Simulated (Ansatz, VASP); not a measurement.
CdF2 in VASP and in Ansatz

```xyz
3
Lattice="0.0000 2.6416 2.7930 2.6416 0.0000 2.7930 2.6416 2.6416 0.0000" Properties=species:S:1:pos:R:3 pbc="T T T"
Cd    0.0000    0.0000    0.0000
F     1.3208    1.3208    1.3965
F     3.9624    3.9624    4.1895
```

Change from the starting cell: strain +e along x and -e along y +0.0000, strain +e along z and -e/2 along x and y +0.0375.

Alike in both runs: task single point; functional PBEsol; k mesh 8 × 8 × 8; occupations gaussian, width 0.05 eV; no spin polarisation.

```csv
,VASP,Ansatz
version,VASP 6.6.1,Ansatz 0.2.0
potentials or method,"VASP PAW PBE potentials, release 64 (Cd, F), cutoff 520 eV","scalar-relativistic, plane waves, PAW"
valence electrons in the cell,26,34
```

Ansatz gave:

```
gap on the k mesh at the Fermi level (eV)                     : 2.86
least direct gap on the mesh (eV)                             : 3.30
pressure (GPa)                                                : 0.0
traceless stress, the component that is largest in VASP (GPa) : -4.12
```

Task: What did VASP give for the same quantities?

Result: gap on the k mesh at the Fermi level (eV): 2.83; least direct gap on the mesh (eV): 3.27; pressure (GPa): 0.8; traceless stress, the component that is largest in VASP (GPa): -4.05.

VASP's potentials were made for PBE, not for PBEsol. With one functional, cell and mesh, what is left measures potentials, basis and numerics. VASP's potentials hold 26 valence electrons a cell and Ansatz's 34, so a difference there can come from the potentials and not from the codes.
